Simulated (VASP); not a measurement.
# Mg (I4/mmm) in VASP: relaxation of cell and atoms with PBE

Aim: the relaxation of cell and atoms of Mg with PBE.

Everything below comes from runs of VASP 6.6.1. Logs are shortened: lines on timing, memory, paths and dates and some standing lists are left out, and cuts for length are marked.

## Step 1: The cell of the first run

It takes space group I4/mmm (No. 139, tetragonal). The conventional cell has a = 3.636 Å, b = 3.636 Å, c = 3.454 Å, α = 90.00°, β = 90.00°, γ = 90.00°. Within 4.1 Å of Mg (site symmetry 4/mmm) lie 14 Mg at 3.10 to 3.64 Å.

## Step 2: Relaxation of cell and atoms, PBE

File INCAR:

```
SYSTEM = Mg
PREC = Accurate ; ENCUT = 600
EDIFF = 1E-6 ; ISMEAR = 0
SIGMA = 0.1 ; LREAL = .FALSE.
LASPH = .TRUE. ; NELM = 100
ALGO = Normal ; ISIF = 3
LWAVE = .FALSE. ; LCHARG = .FALSE.
GGA = PE ; IBRION = 2
NSW = 80 ; EDIFFG = -0.01
```

File KPOINTS:

```
Automatic mesh
0
G
  16 16 16
  0 0 0
```

File POSCAR:

```
Mg
1.0
   -1.8179414322      1.8179414322      1.7268713038
    1.8179414322     -1.8179414322      1.7268713038
    1.8179414322      1.8179414322     -1.7268713038
Mg
1
Direct
    0.0000000000      0.0000000000      0.0000000000
```

Potentials or basis: VASP PAW PBE potentials, release 64 (Mg).

Run with:

```sh
$ cat potpaw_PBE.64/Mg/POTCAR > POTCAR
$ mpirun -np 1 vasp_std > vasp.out
```

OUTCAR:

```text
SYSTEM = Mg
   PREC = Accurate
   ENCUT = 600
   EDIFF = 1E-6
   ISMEAR = 0
   LREAL = .FALSE.
   LASPH = .TRUE.
   NELM = 100
   ISIF = 3
   GGA = PE
   IBRION = 2
   NSW = 80
   EDIFFG = -0.01

 ion  position               nearest neighbor table
   1  0.000  0.000  0.000-

  LATTYP: Found a body centered tetragonal cell.
 ALAT       =     3.6358828644
 C/A-ratio  =     0.9499048062

  Lattice vectors:

 A1 = (  -1.8179414322,   1.8179414322,   1.7268713038)
 A2 = (   1.8179414322,  -1.8179414322,   1.7268713038)
 A3 = (   1.8179414322,   1.8179414322,  -1.7268713038)

Analysis of symmetry for initial positions (statically):
=====================================================================
 Subroutine PRICEL returns:
 Original cell was already a primitive cell.

 Routine SETGRP: Setting up the symmetry group for a
 body centered tetragonal supercell.

 Subroutine GETGRP returns: Found 16 space group operations
 (whereof 16 operations were pure point group operations)
 out of a pool of 16 trial point group operations.

The static configuration has the point symmetry D_4h.

Analysis of symmetry for dynamics (positions and initial velocities):
=====================================================================
 Subroutine PRICEL returns:
 Original cell was already a primitive cell.

 Routine SETGRP: Setting up the symmetry group for a
 body centered tetragonal supercell.

 Subroutine GETGRP returns: Found 16 space group operations
 (whereof 16 operations were pure point group operations)
 out of a pool of 16 trial point group operations.

The dynamic configuration has the point symmetry D_4h.

 Subroutine INISYM returns: Found 16 space group operations
 (whereof 16 operations are pure point group operations),
 and found     1 'primitive' translations

----------------------------------------------------------------------------------------

                                     Primitive cell

  volume of cell :      22.8286

  direct lattice vectors                    reciprocal lattice vectors
    -1.817941432  1.817941432  1.726871304     0.000000000  0.275036363  0.289540974
     1.817941432 -1.817941432  1.726871304     0.275036363  0.000000000  0.289540974
     1.817941432  1.817941432 -1.726871304     0.275036363  0.275036363  0.000000000

  length of vectors
     3.097080335  3.097080335  3.097080335     0.399348190  0.399348190  0.388960155

  position of ions in fractional coordinates (direct lattice)
     0.000000000  0.000000000  0.000000000

  ion indices of the primitive-cell ions
   primitive index   ion index
                 1           1

----------------------------------------------------------------------------------------

 KPOINTS: Automatic mesh

Automatic generation of k-mesh.
 Grid dimensions read from file:
 generate k-points for:   16   16   16

 Generating k-lattice:

  Cartesian coordinates                     Fractional coordinates (reciprocal lattice)
     0.000000000  0.017189773  0.018096311     0.062500000 -0.000000000  0.000000000
     0.017189773  0.000000000  0.018096311    -0.000000000  0.062500000  0.000000000
     0.017189773  0.017189773  0.000000000     0.000000000  0.000000000  0.062500000

  Length of vectors
     0.024959262  0.024959262  0.024310010

  Shift w.r.t. Gamma in fractional coordinates (k-lattice)
     0.000000000  0.000000000  0.000000000

 Subroutine IBZKPT returns following result:
 ===========================================

 Found    349 irreducible k-points:

 Following reciprocal coordinates:
            Coordinates               Weight
  0.000000  0.000000  0.000000      1.000000
  0.062500  0.000000 -0.000000      8.000000
  0.125000  0.000000 -0.000000      8.000000
  0.187500  0.000000 -0.000000      8.000000
  0.250000  0.000000 -0.000000      8.000000
  0.312500  0.000000 -0.000000      8.000000
[... 16 lines left out ...]
 -0.125000  0.062500  0.000000     16.000000
 -0.062500  0.062500  0.000000      4.000000
 [... further k-points ...]
   k-points           NKPTS =    349   k-points in BZ     NKDIM =    349   number of bands    NBANDS=      5
   number of dos      NEDOS =    301   number of ions     NIONS =      1
   total plane-waves  NPLWV =  21952
   dimension x,y,z NGX =    28 NGY =   28 NGZ =   28
   dimension x,y,z NGXF=    56 NGYF=   56 NGZF=   56
   ions per type =               1
   NGX,Y,Z   is equivalent  to a cutoff of  15.03, 15.03, 15.03 a.u.
   NGXF,Y,Z  is equivalent  to a cutoff of  30.06, 30.06, 30.06 a.u.
 SYSTEM =  Mg
   PREC   = accura    normal or accurate (medium, high low for compatibility)
   ISTART =      0    job   : 0-new  1-cont  2-samecut
   ICHARG =      2    charge: 1-file 2-atom 10-const
   ISPIN  =      1    spin polarized calculation?
   LNONCOLLINEAR =      F non collinear calculations
   LSORBIT =      F    spin-orbit coupling
   LASPH  =      T    aspherical Exc in radial PAW
   ENCUT  =  600.0 eV  44.10 Ry    6.64 a.u.   6.19  6.19  6.19*2*pi/ulx,y,z
   NELM   =    100;   NELMIN=  2; NELMDL= -5     # of ELM steps
   EDIFF  = 0.1E-05   stopping-criterion for ELM
   LREAL  =      F    real-space projection
   EDIFFG = -.1E-01   stopping-criterion for IOM
   NSW    =     80    number of steps for IOM
   IBRION =      2    ionic relax: 0-MD 1-quasi-New 2-CG
   NFREE  =      1    steps in history (QN), initial steepest desc. (CG)
   ISIF   =      3    stress and relaxation
   ISYM   =      2    0-nonsym 1-usesym 2-fastsym
   POTIM  = 0.5000    time-step for ionic-motion
   TEBEG  =    0.0;   TEEND  =   0.0 temperature during run
   PSTRESS=    0.0 pullay stress
   NELECT =       2.0000    total number of electrons
   NUPDOWN=      -1.0000    fix difference up-down
   EMIN   =  10.00;   EMAX   =-10.00  energy-range for DOS
   EFERMI =   0.00;   METHOD = LEGACY
   ISMEAR =     0;   SIGMA  =   0.10  broadening in eV -4-tet -1-fermi 0-gaus
   EFERMI_NEDOS =   21; number of points for ismear=-14 and -15
   IALGO  =     38    algorithm
   IMIX   =      4    mixing-type and parameters
     AMIX     =   0.40;   BMIX     =  1.00
     AMIX_MAG =   1.60;   BMIX_MAG =  1.00
  volume/ion in A,a.u.               =      22.83       154.06
  Fermi-wavevector in a.u.,A,eV,Ry     =   0.727096  1.374012  7.192967  0.528668
  Thomas-Fermi vector in A             =   1.818234
   LORBIT       =      0    0 simple, 1 ext, 2 COOP (PROOUT), +10 PAW based schemes
   GGA     = PE    functional components
   LHFCALC =     F    Hartree Fock is set to
   AEXX    =    0.0000 exact exchange contribution
   IVDW    =     0    specifies the selected vdW correction
   LEPSILON=     F    determine dielectric tensor
   LRPA    =     F    only Hartree local field effects (RPA)
 conjugate gradient relaxation of ions
 non-spin polarized calculation
 Gauss-broadening in eV      SIGMA  =   0.10
  energy-cutoff  :      600.00
  volume of cell :       22.83
 maximum number of plane-waves:       791
 NGX is ok and might be reduce to    28
   NGX = 13   NGY = 13   NGZ = 13

--------------------------------------- Ionic step        1  -------------------------------------------

 number of electron       2.0000000 magnetization

 Free energy of the ion-electron system (eV)
  ---------------------------------------------------
  ext. energy  EPLUGINS =         0.00000000
  ---------------------------------------------------
  free energy    TOTEN  =        -1.47866243 eV

  energy without entropy =       -1.47635532  energy(sigma->0) =       -1.47750887

------------------------ aborting loop because EDIFF is reached ----------------------------------------

  FORCE on cell =-STRESS in cart. coord.  units (eV):
  Direction    XX          YY          ZZ          XY          YZ          ZX
  --------------------------------------------------------------------------------------
  -------------------------------------------------------------------------------------
  Total        0.0244155      0.0244155     -0.0134833      0.0000000     -0.0000000      0.0000000
  in kB        1.7135502      1.7135502     -0.9462952      0.0000000     -0.0000000      0.0000000
  external PRESSURE =       0.8269351 kB  Pullay stress =       0.0000000 kB

 VOLUME and BASIS-vectors are now :
 -----------------------------------------------------------------------------
  energy-cutoff  :      600.00
  volume of cell :       22.83
      direct lattice vectors                 reciprocal lattice vectors
    -1.817941432  1.817941432  1.726871304     0.000000000  0.275036363  0.289540974
     1.817941432 -1.817941432  1.726871304     0.275036363  0.000000000  0.289540974
     1.817941432  1.817941432 -1.726871304     0.275036363  0.275036363  0.000000000
[... 246 lines left out ...]
 POSITION                                       TOTAL-FORCE (eV/Angst)
 -----------------------------------------------------------------------------------
      1.83430      1.83430      1.70453        -0.000000      0.000000      0.000000
 -----------------------------------------------------------------------------------
    total drift:                               -0.000000      0.000000     -0.000000

  FREE ENERGIE OF THE ION-ELECTRON SYSTEM (eV)
  ---------------------------------------------------
  free  energy   TOTEN  =        -1.4790133446 eV

  energy  without entropy=       -1.4771426929  energy(sigma->0) =       -1.47807802

--------------------------------------- Ionic step        9  -------------------------------------------

 number of electron       2.0000000 magnetization

 Free energy of the ion-electron system (eV)
  ---------------------------------------------------
  ext. energy  EPLUGINS =         0.00000000
  ---------------------------------------------------
  free energy    TOTEN  =        -1.47902327 eV

  energy without entropy =       -1.47714894  energy(sigma->0) =       -1.47808611

 E-fermi :   2.7139     XC(G=0):  -8.5002

 val. band max:        2.7012229790   @ k =  -0.4375   0.4375   0.0625
 cond. band min:       2.7178302989   @ k =   0.3125   0.3125   0.1250
 fundamental gap:      0.0166073199
 Fermi energy:         2.7139300921

 k-point     1 :       0.0000    0.0000    0.0000
  band No.  band energies     occupation
      1      -4.2933      2.00000
      2      14.7578      0.00000
      3      16.2469      0.00000
      4      16.2469      0.00000
      5      16.9035      0.00000

 k-point     2 :       0.0625    0.0000   -0.0000
  band No.  band energies     occupation
      1      -4.1987      2.00000
      2      14.3143      0.00000
      3      15.0835      0.00000
      4      15.6892      0.00000
      5      16.0247      0.00000

 k-point     3 :       0.1250    0.0000   -0.0000
  band No.  band energies     occupation
      1      -3.9155      2.00000
      2      12.9272      0.00000
      3      13.5253      0.00000
      4      14.7201      0.00000
      5      15.1304      0.00000
[... 153 lines left out ...]
 k-point    23 :      -0.1250    0.0625    0.0000
  band No.  band energies     occupation
      1      -4.0235      2.00000
      2      12.7571      0.00000
      3      14.1930      0.00000
      4      15.2211      0.00000
      5      15.7725      0.00000

 k-point    24 :      -0.0625    0.0625    0.0000
  band No.  band energies     occupation
      1      -4.2056      2.00000
      2      13.7024      0.00000
      3      15.8406      0.00000
      4      15.8467      0.00000
      5      16.2055      0.00000

 [... further k-points ...]
[... 5 lines left out ...]
  --------------------------------------------------------------------------------------
  -------------------------------------------------------------------------------------
  Total       -0.0036734     -0.0036734     -0.0040198      0.0000000      0.0000000      0.0000000
  in kB       -0.2569056     -0.2569056     -0.2811262      0.0000000      0.0000000      0.0000000
  external PRESSURE =      -0.2649791 kB  Pullay stress =       0.0000000 kB

 VOLUME and BASIS-vectors are now :
 -----------------------------------------------------------------------------
  energy-cutoff  :      600.00
  volume of cell :       22.91
      direct lattice vectors                 reciprocal lattice vectors
    -1.833021332  1.833021332  1.704573165     0.000000000  0.272773694  0.293328565
     1.833021332 -1.833021332  1.704573165     0.272773694  0.000000000  0.293328565
     1.833021332  1.833021332 -1.704573165     0.272773694  0.272773694  0.000000000

 POSITION                                       TOTAL-FORCE (eV/Angst)
 -----------------------------------------------------------------------------------
      0.00000      0.00000      0.00000         0.000000      0.000000     -0.000000
 -----------------------------------------------------------------------------------
    total drift:                                0.000000      0.000000      0.000000

  FREE ENERGIE OF THE ION-ELECTRON SYSTEM (eV)
  ---------------------------------------------------
  free  energy   TOTEN  =        -1.4790232657 eV

  energy  without entropy=       -1.4771489447  energy(sigma->0) =       -1.47808611

 reached required accuracy - stopping structural energy minimisation
```

Wall time 1.7 min (1 thread of Oxide Virtual Turin-like, shared host); peak memory 0.18 GiB.

Results:

```yaml
Free_energy: -1.4790 eV
Relaxed_volume: 22.91 Å³/atom
Relaxed_cell: a = 3.102 Å, b = 3.102 Å, c = 3.102 Å, α = 107.57°, β = 107.57°, γ = 113.35°
Space_group_after_relaxing_to_0.1_Å: I4/mmm (No. 139)
Energy_gained_by_relaxing: 0.4 meV/atom
Ionic_steps: 9
Pressure_after_relaxing: 0.0 GPa
Band_gap_on_the_k_mesh: zero (bands 1 and 2 overlap by 4.57 eV)
```

Step by step:
| step | energy change (eV) | largest force (eV/Å) | pressure (GPa) | volume (Å³) |
| --- | --- | --- | --- | --- |
| 1 | 0.0000 | 0.0000 | 0.08 | 22.83 |
| 2 | -0.0001 | 0.0000 | 0.02 | 22.87 |
| 3 | -0.0001 | 0.0000 | -0.15 | 22.98 |
| 4 | -0.0002 | 0.0000 | -0.15 | 22.98 |
| 5 | -0.0003 | 0.0000 | -0.12 | 22.96 |
| 6 | -0.0003 | 0.0000 | -0.05 | 22.93 |
| 7 | -0.0004 | 0.0000 | -0.08 | 22.94 |
| 8 | -0.0004 | 0.0000 | -0.07 | 22.94 |
| 9 | -0.0004 | 0.0000 | -0.03 | 22.91 |

Final structure:
```
CELL_PARAMETERS angstrom
-1.83302 1.83302 1.70457
1.83302 -1.83302 1.70457
1.83302 1.83302 -1.70457
ATOMIC_POSITIONS crystal
Mg 0.00000 0.00000 0.00000
```
